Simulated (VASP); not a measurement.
A run of VASP 6.6.1 is set up as follows.

Contents of INCAR:

```
SYSTEM = Cr
AGGAC    = 1.0          
AGGAX    = 1.0          
ALDAC    = 0.0          
ALDAX    = 1.0          
ALGO     = Normal         ! electronic algorithm
EDIFF    = 1E-6           ! SCF threshold, eV
ENCUT    = 520            ! plane-wave cutoff, eV
GGA      = B5             ! functional
ISIF     = 2              ! what is computed and relaxed
ISMEAR   = -1             ! smearing method
LASPH    = .True.         ! aspherical terms in the spheres
LCHARG   = .True.         ! write CHGCAR
LELF     = .True.         ! ELF
LREAL    = .False.        ! projectors in reciprocal space
LVHAR    = .True.       
LWAVE    = .False.        ! write WAVECAR
NBANDS   = 12             ! bands
NELM     = 100            ! most SCF steps
PREC     = Accurate       ! precision mode
SIGMA    = 0.1            ! smearing width, eV
```

Contents of KPOINTS:

```
k-points
0
Gamma
  25 25 25
  0 0 0
```

The input POSCAR:

```
Cr
1.0
   -1.4586038377      1.4586038377      1.4586038377
    1.4586038377     -1.4586038377      1.4586038377
    1.4586038377      1.4586038377     -1.4586038377
Cr
1
Direct
    0.0000000000      0.0000000000      0.0000000000
```

Potentials or basis: VASP PAW PBE potentials, release 64 (Cr_pv).

Launch:

```bash
$ cat potpaw_PBE.64/Cr_pv/POTCAR > POTCAR
$ mpirun -np 1 vasp_std > vasp.out
```

(1) Estimate the pressure.

(2) What does it give for the band gap on the k mesh?

## Answers

(1) -8.5 GPa.

(2) zero (band 6 reaches 12.57 eV, above the bottom of band 7 at 9.57 eV).

Caveat: the PAW data sets were made with another functional, which shifts forces and pressure a little; the run has no spin polarisation, though such a crystal can be magnetic.
